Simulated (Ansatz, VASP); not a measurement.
**Ir in VASP and in Ansatz**

```
CELL_PARAMETERS angstrom
0.00000 1.91970 1.91970
1.91970 0.00000 1.91970
1.91970 1.91970 0.00000
ATOMIC_POSITIONS crystal
Ir 0.00000 0.00000 0.00000
```

Alike in both runs: task single point; functional LDA; k mesh 18 × 18 × 18; occupations fermi-dirac, width 0.05 eV; no spin polarisation.

|  | VASP | Ansatz |
| --- | --- | --- |
| version | VASP 6.6.1 | Ansatz 0.2.0 |
| potentials or method | VASP PAW LDA potentials, release 64 (Ir), cutoff 520 eV | all-electron LAPW, scalar-relativistic |

```csv
,VASP,Ansatz,Ansatz less VASP
pressure (GPa),-6.2,-8.5,-2.34
```

LDA's correlation is that of Perdew and Zunger in VASP and of Perdew and Wang (1992) in Ansatz. Ansatz ran all-electron here, and VASP with PAW potentials.

Spin-orbit coupling is off throughout.
